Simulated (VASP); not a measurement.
# CeO2 (Fm-3m) in VASP: notebook

Aim: see how the results for CeO2 move with the level of theory and the settings. Levels: r2SCAN, HSE06. Tasks: relaxation of cell and atoms.

All numbers are computed with VASP 6.6.1; they aren't measurements. Logs are shortened: lines on timing, memory, paths and dates and some standing lists are left out, and cuts for length are marked.

### 1 The cell of the first run

Symmetry: Fm-3m, No. 225, cubic system. Conventional cell: a = 5.464 Å, b = 5.464 Å, c = 5.464 Å, α = 90.00°, β = 90.00°, γ = 90.00°. Ce (site symmetry m-3m) has 8 O at 2.37 Å within 3.1 Å. O (site symmetry -43m) has 4 Ce at 2.37 Å and 6 O at 2.73 Å within 3.1 Å.

### 2 Relaxation of cell and atoms, r2SCAN

POSCAR reads:

```
CeO2
1.0
    0.0000000000      2.7321936134      2.7321936134
    2.7321936134      0.0000000000      2.7321936134
    2.7321936134      2.7321936134      0.0000000000
Ce O
1 2
Direct
    0.0000000000      0.0000000000      0.0000000000
    0.2500000000      0.2500000000      0.2500000000
    0.7500000000      0.7500000000      0.7500000000
```

INCAR.step1 reads:

```
PREC = Accurate ; ENCUT = 800
ISMEAR = -1 ; SIGMA = 0.02
LREAL = False ; LASPH = True
NELM = 200 ; GGA = PE
ALGO = Normal ; EDIFF = 1E-5
LWAVE = True ; LCHARG = False
GGA_COMPAT = False ; IBRION = 2
ISIF = 3 ; EDIFFG = -0.005
NELMIN = 4 ; NSW = 100
LMAXMIX = 6
```

INCAR.step2 reads:

```
PREC = Accurate ; ENCUT = 800
EDIFF = 1E-7 ; ISMEAR = -1
SIGMA = 0.02 ; LREAL = False
LASPH = True ; NELM = 200
ALGO = Normal ; ISIF = 3
LWAVE = False ; LCHARG = False
METAGGA = R2SCAN ; LMIXTAU = True
IBRION = 2 ; NSW = 80
EDIFFG = -0.005 ; ISTART = 1
GGA_COMPAT = False ; NELMIN = 4
LMAXMIX = 6
```

KPOINTS reads:

```
Automatic mesh
0
Gamma
  8 8 8
```

Potentials or basis: VASP PAW PBE potentials, release 64 (Ce, O).

Run with:

```
$ cat potpaw_PBE.64/Ce/POTCAR potpaw_PBE.64/O/POTCAR > POTCAR
$ cp INCAR.step1 INCAR
$ mpirun -np 1 vasp_std > vasp.out
$ cp INCAR.step2 INCAR
$ mpirun -np 1 vasp_std > vasp.out
```

OUTCAR:

```text
PREC = Accurate
   ENCUT = 800
   EDIFF = 1E-7
   ISMEAR = -1
   LREAL = False
   LASPH = True
   NELM = 200
   ISIF = 3
   METAGGA = R2SCAN
   IBRION = 2
   NSW = 80
   EDIFFG = -0.005
   ISTART = 1
   NELMIN = 4

 ion  position               nearest neighbor table
   1  0.000  0.000  0.000-   2 2.37   3 2.37   3 2.37   3 2.37   3 2.37   2 2.37   2 2.37   2 2.37

   2  0.250  0.250  0.250-   1 2.37   1 2.37   1 2.37   1 2.37
   3  0.750  0.750  0.750-   1 2.37   1 2.37   1 2.37   1 2.37

  LATTYP: Found a face centered cubic cell.
 ALAT       =     5.4643872268

  Lattice vectors:

 A1 = (   0.0000000000,   2.7321936134,   2.7321936134)
 A2 = (   2.7321936134,   0.0000000000,   2.7321936134)
 A3 = (   2.7321936134,   2.7321936134,   0.0000000000)

Analysis of symmetry for initial positions (statically):
=====================================================================
 Subroutine PRICEL returns:
 Original cell was already a primitive cell.

 Routine SETGRP: Setting up the symmetry group for a
 face centered cubic supercell.

 Subroutine GETGRP returns: Found 48 space group operations
 (whereof 48 operations were pure point group operations)
 out of a pool of 48 trial point group operations.

The static configuration has the point symmetry O_h .

Analysis of symmetry for dynamics (positions and initial velocities):
=====================================================================
 Subroutine PRICEL returns:
 Original cell was already a primitive cell.

 Routine SETGRP: Setting up the symmetry group for a
 face centered cubic supercell.

 Subroutine GETGRP returns: Found 48 space group operations
 (whereof 48 operations were pure point group operations)
 out of a pool of 48 trial point group operations.

The dynamic configuration has the point symmetry O_h .

 Subroutine INISYM returns: Found 48 space group operations
 (whereof 48 operations are pure point group operations),
 and found     1 'primitive' translations

----------------------------------------------------------------------------------------

                                     Primitive cell

  volume of cell :      40.7910

  direct lattice vectors                    reciprocal lattice vectors
     0.000000000  2.732193613  2.732193613    -0.183003136  0.183003136  0.183003136
     2.732193613  0.000000000  2.732193613     0.183003136 -0.183003136  0.183003136
     2.732193613  2.732193613  0.000000000     0.183003136  0.183003136 -0.183003136

  length of vectors
     3.863905263  3.863905263  3.863905263     0.316970730  0.316970730  0.316970730

  position of ions in fractional coordinates (direct lattice)
     0.000000000  0.000000000  0.000000000
     0.250000000  0.250000000  0.250000000
     0.750000000  0.750000000  0.750000000

  ion indices of the primitive-cell ions
   primitive index   ion index
                 1           1
                 2           2
                 3           3

----------------------------------------------------------------------------------------

 KPOINTS: Automatic mesh

Automatic generation of k-mesh.
 Grid dimensions read from file:
 generate k-points for:    8    8    8

 Generating k-lattice:

  Cartesian coordinates                     Fractional coordinates (reciprocal lattice)
    -0.022875392  0.022875392  0.022875392     0.125000000  0.000000000  0.000000000
     0.022875392 -0.022875392  0.022875392     0.000000000  0.125000000  0.000000000
     0.022875392  0.022875392 -0.022875392     0.000000000  0.000000000  0.125000000

  Length of vectors
     0.039621341  0.039621341  0.039621341

  Shift w.r.t. Gamma in fractional coordinates (k-lattice)
     0.000000000  0.000000000  0.000000000

 Subroutine IBZKPT returns following result:
 ===========================================

 Found     29 irreducible k-points:

 Following reciprocal coordinates:
            Coordinates               Weight
  0.000000  0.000000  0.000000      1.000000
  0.125000  0.000000  0.000000      8.000000
  0.250000  0.000000  0.000000      8.000000
  0.375000  0.000000  0.000000      8.000000
  0.500000  0.000000  0.000000      4.000000
  0.125000  0.125000  0.000000      6.000000
[... 16 lines left out ...]
  0.500000  0.250000  0.125000     48.000000
 -0.375000  0.250000  0.125000     24.000000
 [... further k-points ...]
   k-points           NKPTS =     29   k-points in BZ     NKDIM =     29   number of bands    NBANDS=     16
   number of dos      NEDOS =    301   number of ions     NIONS =      3
   total plane-waves  NPLWV =  46656
   dimension x,y,z NGX =    36 NGY =   36 NGZ =   36
   dimension x,y,z NGXF=    72 NGYF=   72 NGZF=   72
   ions per type =               1   2
   NGX,Y,Z   is equivalent  to a cutoff of  15.49, 15.49, 15.49 a.u.
   NGXF,Y,Z  is equivalent  to a cutoff of  30.98, 30.98, 30.98 a.u.
 SYSTEM =  unknown system
   PREC   = accura    normal or accurate (medium, high low for compatibility)
   ISTART =      1    job   : 0-new  1-cont  2-samecut
   ICHARG =      0    charge: 1-file 2-atom 10-const
   ISPIN  =      1    spin polarized calculation?
   LNONCOLLINEAR =      F non collinear calculations
   LSORBIT =      F    spin-orbit coupling
   LASPH  =      T    aspherical Exc in radial PAW
   ENCUT  =  800.0 eV  58.80 Ry    7.67 a.u.   8.91  8.91  8.91*2*pi/ulx,y,z
   NELM   =    200;   NELMIN=  4; NELMDL=  0     # of ELM steps
   EDIFF  = 0.1E-06   stopping-criterion for ELM
   LREAL  =      F    real-space projection
   EDIFFG = -.5E-02   stopping-criterion for IOM
   NSW    =     80    number of steps for IOM
   IBRION =      2    ionic relax: 0-MD 1-quasi-New 2-CG
   NFREE  =      1    steps in history (QN), initial steepest desc. (CG)
   ISIF   =      3    stress and relaxation
   ISYM   =      2    0-nonsym 1-usesym 2-fastsym
   POTIM  = 0.5000    time-step for ionic-motion
   TEBEG  =    0.0;   TEEND  =   0.0 temperature during run
   PSTRESS=    0.0 pullay stress
   NELECT =      24.0000    total number of electrons
   NUPDOWN=      -1.0000    fix difference up-down
   EMIN   =  10.00;   EMAX   =-10.00  energy-range for DOS
   EFERMI =   0.00;   METHOD = LEGACY
   ISMEAR =    -1;   SIGMA  =   0.02  broadening in eV -4-tet -1-fermi 0-gaus
   EFERMI_NEDOS =   21; number of points for ismear=-14 and -15
   IALGO  =     38    algorithm
   IMIX   =      4    mixing-type and parameters
     AMIX     =   0.40;   BMIX     =  1.00
     AMIX_MAG =   1.60;   BMIX_MAG =  1.00
  volume/ion in A,a.u.               =      13.60        91.76
  Fermi-wavevector in a.u.,A,eV,Ry     =   1.371799  2.592324 25.603881  1.881832
  Thomas-Fermi vector in A             =   2.497463
   LORBIT       =      0    0 simple, 1 ext, 2 COOP (PROOUT), +10 PAW based schemes
   METAGGA = R2SCAN    functional components
   LHFCALC =     F    Hartree Fock is set to
   AEXX    =    0.0000 exact exchange contribution
   IVDW    =     0    specifies the selected vdW correction
   LEPSILON=     F    determine dielectric tensor
   LRPA    =     F    only Hartree local field effects (RPA)
 conjugate gradient relaxation of ions
 non-spin polarized calculation
  energy-cutoff  :      800.00
  volume of cell :       40.79
 maximum number of plane-waves:      2120
   NGX = 17   NGY = 17   NGZ = 17

--------------------------------------- Ionic step        1  -------------------------------------------

 number of electron      24.0000000 magnetization

 Free energy of the ion-electron system (eV)
  ---------------------------------------------------
  ext. energy  EPLUGINS =         0.00000000
  ---------------------------------------------------
  free energy    TOTEN  =       -54.04084275 eV

  energy without entropy =      -54.04084275  energy(sigma->0) =      -54.04084275

------------------------ aborting loop because EDIFF is reached ----------------------------------------

  FORCE on cell =-STRESS in cart. coord.  units (eV):
  Direction    XX          YY          ZZ          XY          YZ          ZX
  --------------------------------------------------------------------------------------
  -------------------------------------------------------------------------------------
  Total       -0.7117806     -0.7117806     -0.7117806     -0.0000000      0.0000000      0.0000000
  in kB      -27.9571139    -27.9571139    -27.9571139     -0.0000000      0.0000000      0.0000000
  external PRESSURE =     -27.9571139 kB  Pullay stress =       0.0000000 kB
[... 96 lines left out ...]
  energy  without entropy=      -54.0461027582  energy(sigma->0) =      -54.04610276

--------------------------------------- Ionic step        4  -------------------------------------------

 number of electron      23.9999999 magnetization

 Free energy of the ion-electron system (eV)
  ---------------------------------------------------
  ext. energy  EPLUGINS =         0.00000000
  ---------------------------------------------------
  free energy    TOTEN  =       -54.04608820 eV

  energy without entropy =      -54.04608820  energy(sigma->0) =      -54.04608820

 E-fermi :   5.3991     XC(G=0): -11.9738

 val. band max:        4.9276744695   @ k =  -0.2500   0.2500   0.0000
 cond. band min:       7.0926744513   @ k =   0.5000   0.0000   0.0000
 fundamental gap:      2.1649999818
 Fermi energy:         5.3991214923

 k-point     1 :       0.0000    0.0000    0.0000
  band No.  band energies     occupation
      1     -28.6475      2.00000
      2     -12.3368      2.00000
      3     -11.4396      2.00000
      4     -10.2872      2.00000
      5     -10.2872      2.00000
      6     -10.2872      2.00000
[... 8 lines left out ...]
     15       7.5037      0.00000
     16       7.6527      0.00000
[... 420 lines left out ...]
  band No.  band energies     occupation
      1     -28.4024      2.00000
      2     -14.1418      2.00000
      3     -13.2583      2.00000
      4     -10.6602      2.00000
      5      -9.3688      2.00000
      6      -8.3401      2.00000
[... 8 lines left out ...]
     15       7.3920      0.00000
     16       7.5025      0.00000

 [... further k-points ...]

------------------------ aborting loop because EDIFF is reached ----------------------------------------

  FORCE on cell =-STRESS in cart. coord.  units (eV):
  Direction    XX          YY          ZZ          XY          YZ          ZX
  --------------------------------------------------------------------------------------
  -------------------------------------------------------------------------------------
  Total        0.0072218      0.0072218      0.0072218      0.0000000      0.0000000     -0.0000000
  in kB        0.2880058      0.2880058      0.2880058      0.0000000      0.0000000     -0.0000000
  external PRESSURE =       0.2880058 kB  Pullay stress =       0.0000000 kB
[... 18 lines left out ...]
  FREE ENERGIE OF THE ION-ELECTRON SYSTEM (eV)
  ---------------------------------------------------
  free  energy   TOTEN  =       -54.0460881980 eV

  energy  without entropy=      -54.0460881980  energy(sigma->0) =      -54.04608820

 reached required accuracy - stopping structural energy minimisation
```

Run time: 5 min. Hardware: 1 thread of Intel Xeon 6975P-C (Granite Rapids), shared host; peak memory 0.26 GiB.

Results:

```
Free energy                           : -54.0461 eV
Relaxed volume                        : 13.39 Å³/atom
Relaxed cell                          : a = 3.844 Å, b = 3.844 Å, c = 3.844 Å, α = 60.00°, β = 60.00°, γ = 60.00°
Space group after relaxing (to 0.1 Å) : Fm-3m (No. 225)
Energy gained by relaxing             : 1.7 meV/atom
Ionic steps                           : 4
Pressure after relaxing               : 0.0 GPa
Band gap on the k mesh                : 2.17 eV (least direct gap 2.29 eV)
```

Step by step:
```tsv
step	energy change (eV)	largest force (eV/Å)	pressure (GPa)	volume (Å³)
1	0.0000	0.0000	-2.80	40.79
2	0.0042	0.0000	3.90	39.41
3	-0.0053	0.0000	-0.11	40.20
4	-0.0052	0.0000	0.03	40.17
```

Final structure:
```cif
data_structure
_symmetry_space_group_name_H-M 'P 1'
_symmetry_Int_Tables_number 1
_cell_length_a 3.8443
_cell_length_b 3.8443
_cell_length_c 3.8443
_cell_angle_alpha 60.000
_cell_angle_beta 60.000
_cell_angle_gamma 60.000
_cell_volume 40.17
loop_
_atom_site_label
_atom_site_type_symbol
_atom_site_fract_x
_atom_site_fract_y
_atom_site_fract_z
_atom_site_occupancy
Ce1 Ce 0.00000 0.00000 0.00000 1
O1 O 0.25000 0.25000 0.25000 1
O2 O 0.75000 0.75000 0.75000 1
```

Levels at points of the mesh, in eV from the valence-band top:
| k point | band 8 | band 9 | band 10 | band 11 | band 12 | band 13 | band 14 | band 15 | band 16 |
| --- | --- | --- | --- | --- | --- | --- | --- | --- | --- |
| (0.00, 0.00, 0.00) | -3.88 | -3.88 | -0.60 | -0.60 | -0.60 | 2.58 | 2.58 | 2.58 | 2.73 |
| (0.50, 0.00, 0.00) | -2.98 | -1.31 | -1.20 | -0.79 | -0.79 | 2.17 | 2.39 | 2.39 | 2.58 |
| (0.50, 0.50, 0.00) | -1.22 | -1.22 | -0.80 | -0.80 | -0.61 | 2.30 | 2.31 | 2.31 | 2.47 |

Caveat: the PAW data sets were made with another functional, which shifts forces and pressure a little; spin-orbit coupling is left out, which moves the levels of the heavy elements.

[end of part 1 of 2]
